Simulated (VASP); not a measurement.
Runs of VASP 6.6.1 on RuSe. The structure is that of space group F-43m (No. 216), or close to it. The cells are those of the table. 

| cell | gap on the mesh (eV) | pressure (GPa) |
| --- | --- | --- |
| a = 3.886 Å, angles 60.0°, 2 atoms | none | 0.6 |
| a = 4.083 Å, angles 60.0°, 2 atoms | none | (a) |
| a = 3.973 Å, angles 60.0°, 2 atoms | none | -6.2 |
| a = 3.892 Å, angles 60.0°, 2 atoms | none | 0.1 |

Alike in all rows: task single point; level PBE; potentials or basis VASP PAW PBE potentials, release 64 (Ru_pv, Se); no spin polarisation; k mesh 10 × 10 × 10; cutoff (eV) 500; smearing gaussian 0.05 eV.

Q: Estimate the missing entries.

A: (a) -11.8.

A k mesh can miss the band edges, and the runs leave out spin-orbit coupling on Ru, Se.

A gap of «none» marks levels without a gap at the run's occupations.
